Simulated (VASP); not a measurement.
# SnTe in VASP: further runs

Aim: see how the results for SnTe move with the level of theory and the settings. Levels: PBE, r2SCAN. Tasks: single point.

All numbers are computed with VASP 6.6.1; they aren't measurements. Logs are shortened: lines on timing, memory, paths and dates and some standing lists are left out, and cuts for length are marked.

**1. The cell of the first run**

The structure is tetragonal, space group P4mm (No. 99). Conventional cell: a = 3.905 Å, b = 3.905 Å, c = 3.905 Å, α = 90.00°, β = 90.00°, γ = 90.00°. Within 4.4 Å of Sn (site symmetry 4mm) lie 8 Te at 3.33 to 3.43 Å and 6 Sn at 3.90 Å. Within 4.4 Å of Te (site symmetry 4mm) lie 8 Sn at 3.33 to 3.43 Å and 6 Te at 3.90 Å.

**2. Single point, PBE (one atom moved)**

Input file INCAR:

```
PREC     = Accurate       # precision mode
ENCUT    = 520            # plane-wave cutoff, eV
EDIFF    = 1E-6           # SCF threshold, eV
ISMEAR   = 0              # smearing method
SIGMA    = 0.1            # smearing width, eV
LREAL    = False          # projectors in reciprocal space
LASPH    = True           # aspherical terms in the spheres
NELM     = 100            # most SCF steps
ALGO     = Normal         # electronic algorithm
ISIF     = 2              # what is computed and relaxed
LWAVE    = False          # write WAVECAR
LCHARG   = False          # write CHGCAR
GGA      = PE             # functional
NBANDS   = 17             # bands
```

Input file KPOINTS:

```
regular mesh
0
Gamma
  10 10 10
```

Input file POSCAR:

```
SnTe
1.0
    3.9047000000      0.0000000000      0.0000000000
    0.0000000000      3.9047000000      0.0000000000
    0.0000000000      0.0000000000      3.9047000000
Sn Te
1 1
Direct
    0.0000000000      0.0000000000      0.0000000000
    0.5230491459      0.5000000000      0.5000000000
```

Potentials or basis: VASP PAW PBE potentials, release 64 (Sn_d, Te).

Command:

```console
$ cat potpaw_PBE.64/Sn_d/POTCAR potpaw_PBE.64/Te/POTCAR > POTCAR
$ mpirun -np 1 vasp_std > vasp.out
```

OUTCAR:

```text
PREC = Accurate
   ENCUT = 520
   EDIFF = 1E-6
   ISMEAR = 0
   LREAL = False
   LASPH = True
   NELM = 100
   ISIF = 2
   GGA = PE

 ion  position               nearest neighbor table
   1  0.000  0.000  0.000-   2 3.33   2 3.33   2 3.33   2 3.33   2 3.43   2 3.43   2 3.43   2 3.43

   2  0.523  0.500  0.500-   1 3.33   1 3.33   1 3.33   1 3.33   1 3.43   1 3.43   1 3.43   1 3.43

  LATTYP: Found a simple cubic cell.
 ALAT       =     3.9047000000

  Lattice vectors:

 A1 = (   3.9047000000,   0.0000000000,   0.0000000000)
 A2 = (   0.0000000000,   3.9047000000,   0.0000000000)
 A3 = (   0.0000000000,   0.0000000000,   3.9047000000)

Analysis of symmetry for initial positions (statically):
=====================================================================
 Subroutine PRICEL returns:
 Original cell was already a primitive cell.

 Routine SETGRP: Setting up the symmetry group for a
 simple cubic supercell.

 Subroutine GETGRP returns: Found  8 space group operations
 (whereof  8 operations were pure point group operations)
 out of a pool of 48 trial point group operations.

The static configuration has the point symmetry C_4v.

Analysis of symmetry for dynamics (positions and initial velocities):
=====================================================================
 Subroutine PRICEL returns:
 Original cell was already a primitive cell.

 Routine SETGRP: Setting up the symmetry group for a
 simple cubic supercell.

 Subroutine GETGRP returns: Found  8 space group operations
 (whereof  8 operations were pure point group operations)
 out of a pool of 48 trial point group operations.

The dynamic configuration has the point symmetry C_4v.

 Subroutine INISYM returns: Found  8 space group operations
 (whereof  8 operations are pure point group operations),
 and found     1 'primitive' translations

----------------------------------------------------------------------------------------

                                     Primitive cell

  volume of cell :      59.5337

  direct lattice vectors                    reciprocal lattice vectors
     3.904700000  0.000000000  0.000000000     0.256101621  0.000000000  0.000000000
     0.000000000  3.904700000  0.000000000     0.000000000  0.256101621  0.000000000
     0.000000000  0.000000000  3.904700000     0.000000000  0.000000000  0.256101621

  length of vectors
     3.904700000  3.904700000  3.904700000     0.256101621  0.256101621  0.256101621

  position of ions in fractional coordinates (direct lattice)
[... 74 lines left out ...]
   LNONCOLLINEAR =      F non collinear calculations
   LSORBIT =      F    spin-orbit coupling
   LASPH  =      T    aspherical Exc in radial PAW
   ENCUT  =  520.0 eV  38.22 Ry    6.18 a.u.   7.26  7.26  7.26*2*pi/ulx,y,z
   NELM   =    100;   NELMIN=  2; NELMDL= -5     # of ELM steps
   EDIFF  = 0.1E-05   stopping-criterion for ELM
   LREAL  =      F    real-space projection
   EDIFFG = 0.1E-04   stopping-criterion for IOM
   NSW    =      0    number of steps for IOM
   IBRION =     -1    ionic relax: 0-MD 1-quasi-New 2-CG
   NFREE  =      0    steps in history (QN), initial steepest desc. (CG)
   ISIF   =      2    stress and relaxation
   ISYM   =      2    0-nonsym 1-usesym 2-fastsym
   POTIM  = 0.5000    time-step for ionic-motion
   TEBEG  =    0.0;   TEEND  =   0.0 temperature during run
   PSTRESS=    0.0 pullay stress
   NELECT =      20.0000    total number of electrons
   NUPDOWN=      -1.0000    fix difference up-down
   EMIN   =  10.00;   EMAX   =-10.00  energy-range for DOS
   EFERMI =   0.00;   METHOD = LEGACY
   ISMEAR =     0;   SIGMA  =   0.10  broadening in eV -4-tet -1-fermi 0-gaus
   EFERMI_NEDOS =   21; number of points for ismear=-14 and -15
   IALGO  =     38    algorithm
   IMIX   =      4    mixing-type and parameters
     AMIX     =   0.40;   BMIX     =  1.00
     AMIX_MAG =   1.60;   BMIX_MAG =  1.00
  volume/ion in A,a.u.               =      29.77       200.88
  Fermi-wavevector in a.u.,A,eV,Ry     =   1.138057  2.150615 17.621893  1.295173
  Thomas-Fermi vector in A             =   2.274761
   LORBIT       =      0    0 simple, 1 ext, 2 COOP (PROOUT), +10 PAW based schemes
   GGA     = PE    functional components
   LHFCALC =     F    Hartree Fock is set to
   AEXX    =    0.0000 exact exchange contribution
   IVDW    =     0    specifies the selected vdW correction
   LEPSILON=     F    determine dielectric tensor
   LRPA    =     F    only Hartree local field effects (RPA)
 non-spin polarized calculation
 Gauss-broadening in eV      SIGMA  =   0.10
  energy-cutoff  :      520.00
  volume of cell :       59.53
 maximum number of plane-waves:      1628
 NGX is ok and might be reduce to    30
   NGX = 15   NGY = 15   NGZ = 15

 number of electron      19.9999983 magnetization

 Free energy of the ion-electron system (eV)
  ---------------------------------------------------
  ext. energy  EPLUGINS =         0.00000000
  ---------------------------------------------------
  free energy    TOTEN  =        -7.09192079 eV

  energy without entropy =       -7.08613819  energy(sigma->0) =       -7.08902949

 E-fermi :   6.9912     XC(G=0):  -9.8734

 val. band max:        6.9870998756   @ k =   0.0000   0.4000   0.3000
 cond. band min:       6.9933615813   @ k =   0.2000   0.1000   0.1000
 fundamental gap:      0.0062617057
 Fermi energy:         6.9912384142

 k-point     1 :       0.0000    0.0000    0.0000
  band No.  band energies     occupation
      1     -14.5813      2.00000
      2     -14.5801      2.00000
      3     -14.5436      2.00000
      4     -14.5436      2.00000
      5     -14.5427      2.00000
      6      -5.2710      2.00000
[... 457 lines left out ...]
      4     -14.5470      2.00000
      5     -14.5438      2.00000
      6      -4.0244      2.00000
[... 9 lines left out ...]
     16      17.5578      0.00000
     17      18.1303      0.00000

 [... further k-points ...]
[... 5 lines left out ...]
  --------------------------------------------------------------------------------------
  -------------------------------------------------------------------------------------
  Total       -0.1418260     -0.1506461     -0.1506461      0.0000000      0.0000000      0.0000000
  in kB       -3.8168350     -4.0542035     -4.0542035      0.0000000      0.0000000      0.0000000
  external PRESSURE =      -3.9750807 kB  Pullay stress =       0.0000000 kB

 VOLUME and BASIS-vectors are now :
 -----------------------------------------------------------------------------
  energy-cutoff  :      520.00
  volume of cell :       59.53
      direct lattice vectors                 reciprocal lattice vectors
     3.904700000  0.000000000  0.000000000     0.256101621  0.000000000  0.000000000
     0.000000000  3.904700000  0.000000000     0.000000000  0.256101621  0.000000000
     0.000000000  0.000000000  3.904700000     0.000000000  0.000000000  0.256101621

 POSITION                                       TOTAL-FORCE (eV/Angst)
 -----------------------------------------------------------------------------------
      0.00000      0.00000      0.00000        -0.057541     -0.000000     -0.000000
      2.04235      1.95235      1.95235         0.057541      0.000000      0.000000
 -----------------------------------------------------------------------------------
    total drift:                               -0.000005     -0.000000     -0.000000

  FREE ENERGIE OF THE ION-ELECTRON SYSTEM (eV)
  ---------------------------------------------------
  free  energy   TOTEN  =        -7.0919207910 eV

  energy  without entropy=       -7.0861381941  energy(sigma->0) =       -7.08902949
```

OSZICAR:

```text
N       E                     dE             d eps       ncg     rms          rms(c)
DAV:   1     0.125881571647E+03    0.12588E+03   -0.95920E+03  4368   0.137E+03
DAV:   2     0.388086886059E+01   -0.12200E+03   -0.11901E+03  4607   0.337E+02
DAV:   3    -0.687913933623E+01   -0.10760E+02   -0.10647E+02  5283   0.873E+01
DAV:   4    -0.717234641069E+01   -0.29321E+00   -0.29281E+00  5235   0.148E+01
DAV:   5    -0.718372634288E+01   -0.11380E-01   -0.11379E-01  6087   0.287E+00    0.448E+00
DAV:   6    -0.709297960073E+01    0.90747E-01   -0.21897E-01  5701   0.302E+00    0.290E+00
DAV:   7    -0.709209926214E+01    0.88034E-03   -0.31739E-02  5141   0.871E-01    0.111E+00
DAV:   8    -0.709189407447E+01    0.20519E-03   -0.31395E-03  5043   0.442E-01    0.150E-01
DAV:   9    -0.709191537839E+01   -0.21304E-04   -0.42587E-04  5900   0.132E-01    0.517E-02
DAV:  10    -0.709191702974E+01   -0.16514E-05   -0.29091E-05  5116   0.325E-02    0.369E-02
DAV:  11    -0.709192116441E+01   -0.41347E-05   -0.99510E-06  4739   0.264E-02    0.799E-03
DAV:  12    -0.709192079104E+01    0.37337E-06   -0.46828E-07  2657   0.549E-03
   1 F= -.70919208E+01 E0= -.70890295E+01  d E =-.578260E-02
```

stdout:

```text
POSCAR found type information on POSCAR SnTe
 POSCAR found :  2 types and       2 ions
 scaLAPACK will be used
 LDA part: xc-table for (Slater+PW92), standard interpolation
 POSCAR, INCAR and KPOINTS ok, starting setup
 FFT: planning ... GRIDC
 FFT: planning ... GRID_SOFT
 FFT: planning ... GRID
 WAVECAR not read
 entering main loop
```

It took 2.5 min on 1 thread of Intel Xeon 8259CL, shared host; peak memory 0.27 GiB.

What came out:

```
Free energy            : -7.0919 eV
Pressure               : -0.4 GPa
Largest force          : 0.058 eV/Å
Band gap on the k mesh : zero (bands 10 and 11 overlap by 1.61 eV)
```

Forces on the atoms (eV/Å):
```
Sn  -0.058  0.000  0.000
Te   0.058  0.000  0.000
```

Caveat: the cell differs from its parent crystal (one atom moved); spin-orbit coupling is left out, which moves the levels of the heavy elements.

**3. Single point, PBE (strained)**

Input file INCAR:

```
PREC = Accurate ; ENCUT = 520
EDIFF = 1E-6 ; ISMEAR = 0
SIGMA = 0.1 ; LREAL = F
LASPH = T ; NELM = 100
ALGO = Normal ; ISIF = 2
LWAVE = F ; LCHARG = T
GGA = PE ; LELF = T
LVHAR = T ; NBANDS = 17
```

Input file KPOINTS:

```
Automatic mesh
0
Gamma
  10 10 10
```

Input file POSCAR:

```
SnTe
1.0
    3.9672923410      0.0000000000      0.0000000000
    0.0000000000      4.0258628410      0.0000000000
    0.0000000000      0.0000000000      3.9672923410
Sn Te
1 1
Direct
    0.0000000000      0.0000000000      0.0000000000
    0.5000000000      0.5000000000      0.5000000000
```

Potentials or basis: VASP PAW PBE potentials, release 64 (Sn_d, Te).

Command:

```console
$ cat potpaw_PBE.64/Sn_d/POTCAR potpaw_PBE.64/Te/POTCAR > POTCAR
$ mpirun -np 1 vasp_std > vasp.out
```

It took 2.7 min on 1 thread of Intel Xeon 8259CL, shared host; peak memory 0.27 GiB.

Results (log left out):

```
Free energy            : -7.0497 eV
Pressure               : -2.7 GPa
Band gap on the k mesh : zero (bands 10 and 11 overlap by 1.44 eV)
```

Stress tensor (GPa, compression positive):
```
-2.55  0.00  0.00
 0.00 -2.99  0.00
 0.00  0.00 -2.55
```

Levels at points of the mesh, in eV from the Fermi level:
```
           k point  band 7  band 8  band 9  band 10  band 11  band 12  band 13  band 14
(0.00, 0.00, 0.00)   -5.46   -1.67   -1.47    -1.47     3.71     3.81     4.95     5.00
(0.50, 0.00, 0.00)   -7.80   -0.28   -0.18    -0.12     0.11     2.03     2.25     5.55
(0.00, 0.50, 0.00)   -7.87   -0.16   -0.16    -0.06     0.23     2.19     2.19     5.55
(0.50, 0.50, 0.00)   -6.30   -4.37   -4.35     0.34     3.27     3.66     3.70     5.93
(0.50, 0.00, 0.50)   -6.23   -4.34   -4.34     0.23     3.12     3.51     3.51     5.80
(0.50, 0.50, 0.50)   -5.31   -2.60   -2.60    -2.52    -1.09    -1.09    -1.02    13.06
```

Caveat: the cell differs from its parent crystal (strained); spin-orbit coupling is left out, which moves the levels of the heavy elements.

**4. Single point, r2SCAN (strained)**

Input file POSCAR:

```
SnTe
1.0
    4.0717430660      0.0000000000      0.0000000000
    0.0000000000      4.0717430660      0.0000000000
    0.0000000000      0.0000000000      4.0717430660
Sn Te
1 1
Direct
    0.0000000000      0.0000000000      0.0000000000
    0.5000000000      0.5000000000      0.5000000000
```

Input file INCAR.step1:

```
SYSTEM = SnTe
ALGO     = Normal         ! electronic algorithm
EDIFF    = 1E-4           ! SCF threshold, eV
ENCUT    = 520            ! plane-wave cutoff, eV
GGA      = PE             ! functional
ISMEAR   = 0              ! smearing method
LASPH    = .TRUE.         ! aspherical terms in the spheres
LCHARG   = .FALSE.        ! write CHGCAR
LREAL    = .FALSE.        ! projectors in reciprocal space
LWAVE    = .TRUE.         ! write WAVECAR
NBANDS   = 17             ! bands
NELM     = 60             ! most SCF steps
PREC     = Accurate       ! precision mode
SIGMA    = 0.1            ! smearing width, eV
```

Input file INCAR.step2:

```
SYSTEM = SnTe
ALGO     = Normal         ! electronic algorithm
EDIFF    = 1E-7           ! SCF threshold, eV
ENCUT    = 520            ! plane-wave cutoff, eV
ISIF     = 2              ! what is computed and relaxed
ISMEAR   = 0              ! smearing method
ISTART   = 1            
LASPH    = .TRUE.         ! aspherical terms in the spheres
LCHARG   = .FALSE.        ! write CHGCAR
LMIXTAU  = .TRUE.       
LREAL    = .FALSE.        ! projectors in reciprocal space
LWAVE    = .FALSE.        ! write WAVECAR
METAGGA  = R2SCAN         ! meta-GGA
NBANDS   = 17             ! bands
NELM     = 60             ! most SCF steps
PREC     = Accurate       ! precision mode
SIGMA    = 0.1            ! smearing width, eV
```

Input file KPOINTS:

```
k-points
0
G
  12 12 12
  0 0 0
```

Potentials or basis: VASP PAW PBE potentials, release 64 (Sn_d, Te).

Command:

```console
$ cat potpaw_PBE.64/Sn_d/POTCAR potpaw_PBE.64/Te/POTCAR > POTCAR
$ cp INCAR.step1 INCAR
$ mpirun -np 1 vasp_std > vasp.out
$ cp INCAR.step2 INCAR
$ mpirun -np 1 vasp_std > vasp.out
```

OUTCAR:

```text
SYSTEM = SnTe
   EDIFF = 1E-7
   ENCUT = 520
   ISIF = 2
   ISMEAR = 0
   ISTART = 1
   LASPH = .TRUE.
   LREAL = .FALSE.
   METAGGA = R2SCAN
   NELM = 60
   PREC = Accurate

 ion  position               nearest neighbor table
   1  0.000  0.000  0.000-   2 3.53   2 3.53   2 3.53   2 3.53   2 3.53   2 3.53   2 3.53   2 3.53

   2  0.500  0.500  0.500-   1 3.53   1 3.53   1 3.53   1 3.53   1 3.53   1 3.53   1 3.53   1 3.53

  LATTYP: Found a simple cubic cell.
 ALAT       =     4.0717430660

  Lattice vectors:

 A1 = (   4.0717430660,   0.0000000000,   0.0000000000)
[... 649 lines left out ...]
      4     -16.9542      2.00000
      5     -16.9502      2.00000
      6      -5.1256      2.00000
[... 9 lines left out ...]
     16      13.6105      0.00000
     17      14.3412      0.00000

 [... further k-points ...]
[... 5 lines left out ...]
  --------------------------------------------------------------------------------------
  -------------------------------------------------------------------------------------
  Total       -1.9520966     -1.9520966     -1.9520966      0.0000000     -0.0000000      0.0000000
  in kB      -46.3309067    -46.3309067    -46.3309067      0.0000000     -0.0000000      0.0000000
  external PRESSURE =     -46.3309067 kB  Pullay stress =       0.0000000 kB

 VOLUME and BASIS-vectors are now :
 -----------------------------------------------------------------------------
  energy-cutoff  :      520.00
  volume of cell :       67.51
      direct lattice vectors                 reciprocal lattice vectors
     4.071743066  0.000000000  0.000000000     0.245595064  0.000000000  0.000000000
     0.000000000  4.071743066  0.000000000     0.000000000  0.245595064  0.000000000
     0.000000000  0.000000000  4.071743066     0.000000000  0.000000000  0.245595064

 POSITION                                       TOTAL-FORCE (eV/Angst)
 -----------------------------------------------------------------------------------
      0.00000      0.00000      0.00000         0.000000      0.000000      0.000000
      2.03587      2.03587      2.03587         0.000000      0.000000      0.000000
 -----------------------------------------------------------------------------------
    total drift:                                0.000000     -0.000000     -0.000000

  FREE ENERGIE OF THE ION-ELECTRON SYSTEM (eV)
  ---------------------------------------------------
  free  energy   TOTEN  =       -49.9262919795 eV

  energy  without entropy=      -49.9194194556  energy(sigma->0) =      -49.92285572
```

OUTCAR.step1:

```text
SYSTEM = SnTe
   EDIFF = 1E-4
   ENCUT = 520
   GGA = PE
   ISMEAR = 0
   LASPH = .TRUE.
   LREAL = .FALSE.
[... 701 lines left out ...]
      0.00000      0.00000      0.00000         0.000000      0.000000      0.000000
      2.03587      2.03587      2.03587         0.000000      0.000000      0.000000
 -----------------------------------------------------------------------------------
    total drift:                                0.000000     -0.000000     -0.000000

  FREE ENERGIE OF THE ION-ELECTRON SYSTEM (eV)
  ---------------------------------------------------
  free  energy   TOTEN  =        -6.9582051020 eV

  energy  without entropy=       -6.9505071845  energy(sigma->0) =       -6.95435614
```

It took 7.5 min on 1 thread of Intel Xeon 8259CL, shared host; peak memory 0.24 GiB.

What came out:

| Quantity | Value |
| --- | --- |
| Free energy | -49.9263 eV |
| Pressure | -4.6 GPa |
| Band gap on the k mesh | zero (bands 10 and 11 overlap by 1.08 eV) |

Caveat: the cell differs from its parent crystal (strained); the cell stands under tension; the PAW data sets were made with another functional, which shifts forces and pressure a little; spin-orbit coupling is left out, which moves the levels of the heavy elements.

**5. Summary**

| level | cell | k mesh | gap on the mesh (eV) | pressure (GPa) |
| --- | --- | --- | --- | --- |
| PBE | a = 3.905 Å, 2 atoms, one atom moved | 10 × 10 × 10 | none | -0.4 |
| PBE | a = 3.967, b = 4.026 Å, 2 atoms, strained | 10 × 10 × 10 | none | -2.7 |
| r2SCAN | a = 4.072 Å, 2 atoms, strained | 12 × 12 × 12 | none | -4.6 |

Alike in all rows: task single point; potentials or basis VASP PAW PBE potentials, release 64 (Sn_d, Te); no spin polarisation; cutoff (eV) 520; smearing gaussian 0.1 eV.

Caveats: spin-orbit coupling is left out, which moves the levels of the heavy elements; the cell stands under tension (at least some runs); the PAW data sets were made with another functional, which shifts forces and pressure a little (at least some runs).

Total energies depend on the potentials used, so only differences within one code and one set of settings carry meaning.
